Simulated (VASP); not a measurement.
# ZrN in VASP: notebook

ZrN is run at these levels: LDA; tasks: single point.

Program: VASP 6.6.1. These are calculated values, not measurements. Logs are shortened: lines on timing, memory, paths and dates and some standing lists are left out, and cuts for length are marked.

### Step 1. The cell of the first run

The structure is cubic, space group Fm-3m (No. 225). Conventional cell: a = 4.629 Å, b = 4.629 Å, c = 4.629 Å, α = 90.00°, β = 90.00°, γ = 90.00°. Zr (site symmetry m-3m) has 6 N at 2.31 Å within 3.1 Å. Within 3.1 Å of N (site symmetry m-3m) lie 6 Zr at 2.31 Å.

### Step 2. Single point, LDA (volume scaled by 1.04)

The input, INCAR:

```
SYSTEM = ZrN
  ALGO = Normal
  EDIFF = 1E-6
  ENCUT = 600
  GGA = CA
  GGA_COMPAT = .FALSE.
  ISIF = 2
  ISMEAR = -1
  LASPH = .TRUE.
  LCHARG = .FALSE.
  LREAL = .FALSE.
  LWAVE = .FALSE.
  NBANDS = 16
  NELM = 120
  PREC = Accurate
  SIGMA = 0.03
```

The input, KPOINTS:

```
k-points
0
G
  9 9 9
  0 0 0
```

The input, POSCAR:

```
ZrN
1.0
    0.0000000000      2.3142891050      2.3142891050
    2.3142891050      0.0000000000      2.3142891050
    2.3142891050      2.3142891050      0.0000000000
Zr N
1 1
Direct
    0.0000000000      0.0000000000      0.0000000000
    0.5000000000      0.5000000000      0.5000000000
```

Potentials or basis: VASP PAW LDA potentials, release 64 (Zr_sv, N).

The run is started by

```
cat potpaw_LDA.64/Zr_sv/POTCAR potpaw_LDA.64/N/POTCAR > POTCAR
mpirun -np 1 vasp_std > vasp.out
```

OUTCAR:

```text
SYSTEM = ZrN
   EDIFF = 1E-6
   ENCUT = 600
   GGA = CA
   ISIF = 2
   ISMEAR = -1
   LASPH = .TRUE.
   LREAL = .FALSE.
   NELM = 120
   PREC = Accurate

 ion  position               nearest neighbor table
   1  0.000  0.000  0.000-   2 2.31   2 2.31   2 2.31   2 2.31   2 2.31   2 2.31
   2  0.500  0.500  0.500-   1 2.31   1 2.31   1 2.31   1 2.31   1 2.31   1 2.31

  LATTYP: Found a face centered cubic cell.
 ALAT       =     4.6285782100

  Lattice vectors:

 A1 = (   0.0000000000,   2.3142891050,   2.3142891050)
 A2 = (   2.3142891050,   0.0000000000,   2.3142891050)
 A3 = (   2.3142891050,   2.3142891050,   0.0000000000)

Analysis of symmetry for initial positions (statically):
=====================================================================
 Subroutine PRICEL returns:
 Original cell was already a primitive cell.

 Routine SETGRP: Setting up the symmetry group for a
 face centered cubic supercell.

 Subroutine GETGRP returns: Found 48 space group operations
 (whereof 48 operations were pure point group operations)
 out of a pool of 48 trial point group operations.

The static configuration has the point symmetry O_h .

Analysis of symmetry for dynamics (positions and initial velocities):
=====================================================================
 Subroutine PRICEL returns:
 Original cell was already a primitive cell.

 Routine SETGRP: Setting up the symmetry group for a
 face centered cubic supercell.

 Subroutine GETGRP returns: Found 48 space group operations
 (whereof 48 operations were pure point group operations)
 out of a pool of 48 trial point group operations.

The dynamic configuration has the point symmetry O_h .

 Subroutine INISYM returns: Found 48 space group operations
 (whereof 48 operations are pure point group operations),
 and found     1 'primitive' translations

----------------------------------------------------------------------------------------

                                     Primitive cell

  volume of cell :      24.7904

  direct lattice vectors                    reciprocal lattice vectors
     0.000000000  2.314289105  2.314289105    -0.216049066  0.216049066  0.216049066
     2.314289105  0.000000000  2.314289105     0.216049066 -0.216049066  0.216049066
     2.314289105  2.314289105  0.000000000     0.216049066  0.216049066 -0.216049066

  length of vectors
     3.272899040  3.272899040  3.272899040     0.374207960  0.374207960  0.374207960

  position of ions in fractional coordinates (direct lattice)
[... 78 lines left out ...]
   NELM   =    120;   NELMIN=  2; NELMDL= -5     # of ELM steps
   EDIFF  = 0.1E-05   stopping-criterion for ELM
   LREAL  =      F    real-space projection
   EDIFFG = 0.1E-04   stopping-criterion for IOM
   NSW    =      0    number of steps for IOM
   IBRION =     -1    ionic relax: 0-MD 1-quasi-New 2-CG
   NFREE  =      0    steps in history (QN), initial steepest desc. (CG)
   ISIF   =      2    stress and relaxation
   ISYM   =      2    0-nonsym 1-usesym 2-fastsym
   POTIM  = 0.5000    time-step for ionic-motion
   TEBEG  =    0.0;   TEEND  =   0.0 temperature during run
   PSTRESS=    0.0 pullay stress
   NELECT =      17.0000    total number of electrons
   NUPDOWN=      -1.0000    fix difference up-down
   EMIN   =  10.00;   EMAX   =-10.00  energy-range for DOS
   EFERMI =   0.00;   METHOD = LEGACY
   ISMEAR =    -1;   SIGMA  =   0.03  broadening in eV -4-tet -1-fermi 0-gaus
   EFERMI_NEDOS =   21; number of points for ismear=-14 and -15
   IALGO  =     38    algorithm
   IMIX   =      4    mixing-type and parameters
     AMIX     =   0.40;   BMIX     =  1.00
     AMIX_MAG =   1.60;   BMIX_MAG =  1.00
  volume/ion in A,a.u.               =      12.40        83.65
  Fermi-wavevector in a.u.,A,eV,Ry     =   1.443655  2.728113 28.356457  2.084141
  Thomas-Fermi vector in A             =   2.562039
   LORBIT       =      0    0 simple, 1 ext, 2 COOP (PROOUT), +10 PAW based schemes
   GGA     = CA    functional components
   LHFCALC =     F    Hartree Fock is set to
   AEXX    =    0.0000 exact exchange contribution
   IVDW    =     0    specifies the selected vdW correction
   LEPSILON=     F    determine dielectric tensor
   LRPA    =     F    only Hartree local field effects (RPA)
 non-spin polarized calculation
  energy-cutoff  :      600.00
  volume of cell :       24.79
 maximum number of plane-waves:       869
 NGX is ok and might be reduce to    28
   NGX = 13   NGY = 13   NGZ = 13

 number of electron      17.0000000 magnetization

 Free energy of the ion-electron system (eV)
  ---------------------------------------------------
  ext. energy  EPLUGINS =         0.00000000
  ---------------------------------------------------
  free energy    TOTEN  =       -22.34259318 eV

  energy without entropy =      -22.33851650  energy(sigma->0) =      -22.34055484

 E-fermi :  11.3192     XC(G=0): -12.6350

 val. band max:       11.2868775374   @ k =   0.1111   0.0000   0.0000
 cond. band min:      11.3338457475   @ k =   0.4444   0.2222   0.1111
 fundamental gap:      0.0469682101
 Fermi energy:        11.3191591472

 k-point     1 :       0.0000    0.0000    0.0000
  band No.  band energies     occupation
      1     -37.9809      2.00000
      2     -15.7746      2.00000
      3     -15.7746      2.00000
      4     -15.7746      2.00000
      5      -4.5414      2.00000
      6       8.7741      2.00000
[... 433 lines left out ...]
      3     -16.0960      2.00000
      4     -16.0960      2.00000
      5      -3.9247      2.00000
      6       6.6433      2.00000
[... 8 lines left out ...]
     15      21.3769      0.00000
     16      26.6084      0.00000

 [... further k-points ...]

------------------------ aborting loop because EDIFF is reached ----------------------------------------

  FORCE on cell =-STRESS in cart. coord.  units (eV):
  Direction    XX          YY          ZZ          XY          YZ          ZX
  --------------------------------------------------------------------------------------
  -------------------------------------------------------------------------------------
  Total       -2.4940773     -2.4940773     -2.4940773      0.0000000      0.0000000      0.0000000
  in kB     -161.1898421   -161.1898421   -161.1898421      0.0000000      0.0000000      0.0000000
  external PRESSURE =    -161.1898421 kB  Pullay stress =       0.0000000 kB

 VOLUME and BASIS-vectors are now :
 -----------------------------------------------------------------------------
  energy-cutoff  :      600.00
  volume of cell :       24.79
      direct lattice vectors                 reciprocal lattice vectors
     0.000000000  2.314289105  2.314289105    -0.216049066  0.216049066  0.216049066
     2.314289105  0.000000000  2.314289105     0.216049066 -0.216049066  0.216049066
     2.314289105  2.314289105  0.000000000     0.216049066  0.216049066 -0.216049066

 POSITION                                       TOTAL-FORCE (eV/Angst)
 -----------------------------------------------------------------------------------
      0.00000      0.00000      0.00000        -0.000000      0.000000      0.000000
      2.31429      2.31429      2.31429         0.000000     -0.000000     -0.000000
 -----------------------------------------------------------------------------------
    total drift:                                0.000000      0.000000      0.000000

  FREE ENERGIE OF THE ION-ELECTRON SYSTEM (eV)
  ---------------------------------------------------
  free  energy   TOTEN  =       -22.3425931821 eV

  energy  without entropy=      -22.3385164973  energy(sigma->0) =      -22.34055484
```

OSZICAR:

```text
N       E                     dE             d eps       ncg     rms          rms(c)
DAV:   1     0.124855774973E+03    0.12486E+03   -0.99772E+03  1128   0.117E+03
DAV:   2    -0.208968025511E+02   -0.14575E+03   -0.13663E+03  1464   0.312E+02
DAV:   3    -0.257168296693E+02   -0.48200E+01   -0.47845E+01  1568   0.529E+01
DAV:   4    -0.257913381168E+02   -0.74508E-01   -0.74497E-01  1376   0.613E+00
DAV:   5    -0.257931395009E+02   -0.18014E-02   -0.18014E-02  1552   0.659E-01    0.207E+01
DAV:   6    -0.226048757995E+02    0.31883E+01   -0.74700E+00  1184   0.248E+01    0.798E+00
DAV:   7    -0.223913429359E+02    0.21353E+00   -0.53448E-01  1296   0.630E+00    0.652E+00
DAV:   8    -0.223598449457E+02    0.31498E-01   -0.28137E-01  1376   0.443E+00    0.342E+00
DAV:   9    -0.223441789645E+02    0.15666E-01   -0.62179E-02  1224   0.227E+00    0.132E+00
DAV:  10    -0.223426062012E+02    0.15728E-02   -0.32382E-03  1320   0.550E-01    0.492E-02
DAV:  11    -0.223426050285E+02    0.11727E-05   -0.20202E-04  1416   0.104E-01    0.777E-02
DAV:  12    -0.223425932833E+02    0.11745E-04   -0.27420E-05  1256   0.423E-02    0.350E-03
DAV:  13    -0.223425931821E+02    0.10123E-06   -0.31277E-07   872   0.612E-03
   1 F= -.22342593E+02 E0= -.22340555E+02  d E =-.407668E-02
```

Run time: 34 s. Hardware: 1 thread of Intel Xeon 8259CL, shared host; peak memory 0.15 GiB.

What came out:

```yaml
Free_energy: -22.3426 eV
Pressure: -16.1 GPa
```

### Step 3. Single point, LDA (volume scaled by 1.06)

The input, INCAR:

```
SYSTEM = ZrN
PREC     = Accurate       ! precision mode
ENCUT    = 600            ! plane-wave cutoff, eV
EDIFF    = 1E-6           ! SCF threshold, eV
ISMEAR   = -1             ! smearing method
SIGMA    = 0.03           ! smearing width, eV
LREAL    = .False.        ! projectors in reciprocal space
LASPH    = .True.         ! aspherical terms in the spheres
NELM     = 120            ! most SCF steps
ALGO     = Normal         ! electronic algorithm
ISIF     = 2              ! what is computed and relaxed
LWAVE    = .False.        ! write WAVECAR
LCHARG   = .True.         ! write CHGCAR
LELF     = .True.         ! ELF
LVHAR    = .True.       
NBANDS   = 16             ! bands
GGA_COMPAT= .False.
```

The input, KPOINTS:

```
Automatic mesh
0
Gamma
  9 9 9
  0 0 0
```

The input, POSCAR:

```
ZrN
1.0
    0.0000000000      2.3290301974      2.3290301974
    2.3290301974      0.0000000000      2.3290301974
    2.3290301974      2.3290301974      0.0000000000
Zr N
1 1
Direct
    0.0000000000      0.0000000000      0.0000000000
    0.5000000000      0.5000000000      0.5000000000
```

Potentials or basis: VASP PAW LDA potentials, release 64 (Zr_sv, N).

The run is started by

```
cat potpaw_LDA.64/Zr_sv/POTCAR potpaw_LDA.64/N/POTCAR > POTCAR
mpirun -np 1 vasp_std > vasp.out
```

Run time: 34 s. Hardware: 1 thread of Intel Xeon 8259CL, shared host; peak memory 0.15 GiB.

The run converged. Its results:

```
Free energy : -22.2893 eV
Pressure    : -20.0 GPa
```

Levels at points of the mesh, in eV from the Fermi level:
| k point | band 7 | band 8 | band 9 | band 10 | band 11 | band 12 |
| --- | --- | --- | --- | --- | --- | --- |
| (0.00, 0.00, 0.00) | -2.52 | -2.52 | -0.37 | -0.37 | -0.37 | 1.49 |

### Step 4. Single point, LDA (zz strain of -1 %)

The input, INCAR:

```
SYSTEM = ZrN
PREC = Accurate
ENCUT = 600
EDIFF = 1E-6
ISMEAR = -1
SIGMA = 0.03
LREAL = .FALSE.
LASPH = .TRUE.
NELM = 120
ALGO = Normal
ISIF = 2
LWAVE = .FALSE.
LCHARG = .FALSE.
NBANDS = 16
GGA_COMPAT = .FALSE.
```

The input, KPOINTS:

```
regular mesh
0
G
  9 9 9
  0 0 0
```

The input, POSCAR:

```
ZrN
1.0
    0.0000000000      2.2842300000      2.2613877000
    2.2842300000      0.0000000000      2.2613877000
    2.2842300000      2.2842300000      0.0000000000
Zr N
1 1
Direct
    0.0000000000      0.0000000000      0.0000000000
    0.5000000000      0.5000000000      0.5000000000
```

Potentials or basis: VASP PAW LDA potentials, release 64 (Zr_sv, N).

The run is started by

```
cat potpaw_LDA.64/Zr_sv/POTCAR potpaw_LDA.64/N/POTCAR > POTCAR
mpirun -np 1 vasp_std > vasp.out
```

OUTCAR:

```text
SYSTEM = ZrN
   PREC = Accurate
   ENCUT = 600
   EDIFF = 1E-6
   ISMEAR = -1
   LREAL = .FALSE.
   LASPH = .TRUE.
   NELM = 120
   ISIF = 2

 ion  position               nearest neighbor table
   1  0.000  0.000  0.000-   2 2.26   2 2.26   2 2.28   2 2.28   2 2.28   2 2.28
   2  0.500  0.500  0.500-   1 2.26   1 2.26   1 2.28   1 2.28   1 2.28   1 2.28

  LATTYP: Found a body centered tetragonal cell.
 ALAT       =     3.2303890456
 C/A-ratio  =     1.4000714267

  Lattice vectors:

 A1 = (   0.0000000000,  -2.2842300000,  -2.2613877000)
 A2 = (   0.0000000000,   2.2842300000,  -2.2613877000)
 A3 = (   2.2842300000,   0.0000000000,   2.2613877000)

Analysis of symmetry for initial positions (statically):
=====================================================================
 Subroutine PRICEL returns:
 Original cell was already a primitive cell.

 Routine SETGRP: Setting up the symmetry group for a
 body centered tetragonal supercell.

 Subroutine GETGRP returns: Found 16 space group operations
 (whereof 16 operations were pure point group operations)
 out of a pool of 16 trial point group operations.

The static configuration has the point symmetry D_4h.

[... 162 lines left out ...]
 val. band max:       11.9524431562   @ k =  -0.2222   0.2222   0.1111
 cond. band min:      11.9677375402   @ k =   0.1111  -0.0000   0.0000
 fundamental gap:      0.0152943840
 Fermi energy:        11.9573417227

 k-point     1 :       0.0000    0.0000    0.0000
  band No.  band energies     occupation
      1     -37.2112      2.00000
      2     -14.9569      2.00000
      3     -14.9569      2.00000
      4     -14.9502      2.00000
      5      -4.1127      2.00000
      6       9.3282      2.00000
[... 433 lines left out ...]
      3     -15.3487      2.00000
      4     -15.3487      2.00000
      5      -3.5308      2.00000
      6       7.3578      2.00000
[... 8 lines left out ...]
     15      22.6986      0.00000
     16      27.9030      0.00000

 [... further k-points ...]

------------------------ aborting loop because EDIFF is reached ----------------------------------------

  FORCE on cell =-STRESS in cart. coord.  units (eV):
  Direction    XX          YY          ZZ          XY          YZ          ZX
  --------------------------------------------------------------------------------------
  -------------------------------------------------------------------------------------
  Total       -0.8442212     -0.8442212     -0.2640252      0.0000000     -0.0000000      0.0000000
  in kB      -57.3168290    -57.3168290    -17.9254967      0.0000000     -0.0000000      0.0000000
  external PRESSURE =     -44.1863849 kB  Pullay stress =       0.0000000 kB

 VOLUME and BASIS-vectors are now :
 -----------------------------------------------------------------------------
  energy-cutoff  :      600.00
  volume of cell :       23.60
      direct lattice vectors                 reciprocal lattice vectors
     0.000000000  2.284230000  2.261387700    -0.218892143  0.218892143  0.221103175
     2.284230000  0.000000000  2.261387700     0.218892143 -0.218892143  0.221103175
     2.284230000  2.284230000  0.000000000     0.218892143  0.218892143 -0.221103175

 POSITION                                       TOTAL-FORCE (eV/Angst)
 -----------------------------------------------------------------------------------
      0.00000      0.00000      0.00000         0.000000      0.000000      0.000000
      2.28423      2.28423      2.26139        -0.000000     -0.000000      0.000000
 -----------------------------------------------------------------------------------
    total drift:                                0.000000      0.000000      0.000000

  FREE ENERGIE OF THE ION-ELECTRON SYSTEM (eV)
  ---------------------------------------------------
  free  energy   TOTEN  =       -22.4178058299 eV

  energy  without entropy=      -22.4142255493  energy(sigma->0) =      -22.41601569
```

OSZICAR:

```text
N       E                     dE             d eps       ncg     rms          rms(c)
DAV:   1     0.128186347625E+03    0.12819E+03   -0.99303E+03  2400   0.118E+03
DAV:   2    -0.207857424434E+02   -0.14897E+03   -0.13906E+03  3112   0.316E+02
DAV:   3    -0.257790258159E+02   -0.49933E+01   -0.49608E+01  3392   0.536E+01
DAV:   4    -0.258536840571E+02   -0.74658E-01   -0.74637E-01  3024   0.585E+00
DAV:   5    -0.258550842615E+02   -0.14002E-02   -0.14002E-02  3296   0.555E-01    0.229E+01
DAV:   6    -0.226352267510E+02    0.32199E+01   -0.72786E+00  2592   0.252E+01    0.881E+00
DAV:   7    -0.224599785419E+02    0.17525E+00   -0.49678E-01  2888   0.616E+00    0.733E+00
DAV:   8    -0.224349421980E+02    0.25036E-01   -0.25557E-01  3208   0.425E+00    0.395E+00
DAV:   9    -0.224188403481E+02    0.16102E-01   -0.57954E-02  2824   0.215E+00    0.137E+00
DAV:  10    -0.224178159611E+02    0.10244E-02   -0.22299E-03  2896   0.452E-01    0.102E-01
DAV:  11    -0.224178135125E+02    0.24485E-05   -0.17738E-04  3104   0.994E-02    0.699E-02
DAV:  12    -0.224178059081E+02    0.76044E-05   -0.18552E-05  2752   0.351E-02    0.352E-03
DAV:  13    -0.224178058299E+02    0.78210E-07   -0.18243E-07  1680   0.479E-03
   1 F= -.22417806E+02 E0= -.22416016E+02  d E =-.358028E-02
```

stdout:

```text
POSCAR found type information on POSCAR ZrN
 POSCAR found :  2 types and       2 ions
 scaLAPACK will be used
 LDA part: xc-table for (Slater(with rela. corr.)+CA(PZ))
 , standard interpolation
 POSCAR, INCAR and KPOINTS ok, starting setup
 FFT: planning ... GRIDC
 FFT: planning ... GRID_SOFT
 FFT: planning ... GRID
 WAVECAR not read
 entering main loop
```

It took 1.8 min on 1 thread of Intel Xeon 8259CL, shared host; peak memory 0.16 GiB.

Results:

```yaml
Free_energy: -22.4178 eV
Pressure: -4.4 GPa
```

Stress tensor (GPa, compression positive):
```
-5.73  0.00  0.00
 0.00 -5.73  0.00
 0.00  0.00 -1.79
```

Caveat: the cell differs from its parent crystal (zz strain of -1 %).

### Step 5. Overview

| cell | gap on the mesh (eV) | pressure (GPa) |
| --- | --- | --- |
| a = 3.273 Å, angles 60.0°, 2 atoms | none | -16.1 |
| a = 3.294 Å, angles 60.0°, 2 atoms | none | -20.0 |
| a = 3.214, b = 3.214, c = 3.230 Å, angles 59.8, 59.8, 60.3°, 2 atoms | none | -4.4 |

Alike in all rows: task single point; level LDA; potentials or basis VASP PAW LDA potentials, release 64 (Zr_sv, N); no spin polarisation; k mesh 9 × 9 × 9; cutoff (eV) 600; smearing fermi-dirac 0.03 eV.

Absolute energies hang on the potentials; compare differences alone.
